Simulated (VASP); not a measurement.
A run of VASP 6.6.1 is set up as follows.

INCAR

```
AGGAC    = 1.0          
AGGAX    = 1.0          
ALDAC    = 0.0          
ALDAX    = 1.0          
ALGO     = Normal         # electronic algorithm
EDIFF    = 1E-6           # SCF threshold, eV
ENCUT    = 520            # plane-wave cutoff, eV
GGA      = B5             # functional
ISIF     = 2              # what is computed and relaxed
ISMEAR   = -1             # smearing method
IVDW     = 12             # dispersion correction
LASPH    = T              # aspherical terms in the spheres
LCHARG   = F              # write CHGCAR
LREAL    = F              # projectors in reciprocal space
LWAVE    = F              # write WAVECAR
NBANDS   = 11             # bands
NELM     = 100            # most SCF steps
PREC     = Accurate       # precision mode
SIGMA    = 0.05           # smearing width, eV
VDW_A1   = 0.4298       
VDW_A2   = 4.2359       
VDW_S6   = 1.0          
VDW_S8   = 2.6996
```

The input KPOINTS:

```
k-points
0
Gamma
  10 10 10
```

POSCAR

```
BP
1.0
    0.0000000000      2.2690000000      2.2690000000
    2.2690000000      0.0000000000      2.2690000000
    2.2690000000      2.2690000000      0.0000000000
P B
1 1
Direct
    0.7500000000      0.7500000000      0.7500000000
    0.0000000000      0.0000000000      0.0000000000
```

Potentials or basis: VASP PAW PBE potentials, release 64 (P, B).

Run with:

```bash
$ cat potpaw_PBE.64/P/POTCAR potpaw_PBE.64/B/POTCAR > POTCAR
$ mpirun -np 1 vasp_std > vasp.out
```

Q: What does it give for the dispersion energy per atom?

A: -0.686 eV.

Q: What does it give for the pressure?

A: -3.6 GPa.

Caveat: the PAW data sets were made with another functional, which shifts forces and pressure a little.
